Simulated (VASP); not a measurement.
Sc, 1 atom in the cell. Symmetry: Fm-3m, No. 225, cubic system. The conventional cell has a = 4.475 Å, b = 4.475 Å, c = 4.475 Å, α = 90.00°, β = 90.00°, γ = 90.00°. Within 4.2 Å of Sc (site symmetry m-3m) lie 12 Sc at 3.16 Å. 

```yaml
Program: VASP 6.6.1
Task: single point
Functional: LDA
Potentials_or_basis: VASP PAW LDA potentials, release 64 (Sc_sv)
Cutoff: 520 eV
k_mesh: 10 × 10 × 10
Occupations: fermi-dirac, width 0.05 eV
Spin: no spin polarisation
Dipole_correction: no
Further_INCAR_settings: ALGO = Normal; EDIFF = 1e-07; NBANDS = 12
```

Potentials or basis: VASP PAW LDA potentials, release 64 (Sc_sv).

Launch:

```bash
$ cat potpaw_LDA.64/Sc_sv/POTCAR > POTCAR
$ mpirun -np 1 vasp_std > vasp.out
```

Hardware: 1 thread of Intel(R) Xeon(R) Platinum 8259CL CPU @ 2.50GHz (Skylake/Cascade Lake) (shared host).

Q: Estimate the wall time of this run.

A: Wall time 12 s on 1 thread of Intel(R) Xeon(R) Platinum 8259CL CPU @ 2.50GHz (Skylake/Cascade Lake), with other jobs on the host, peak memory 0.13 GiB. Counts: scf iterations 12, k points 47.
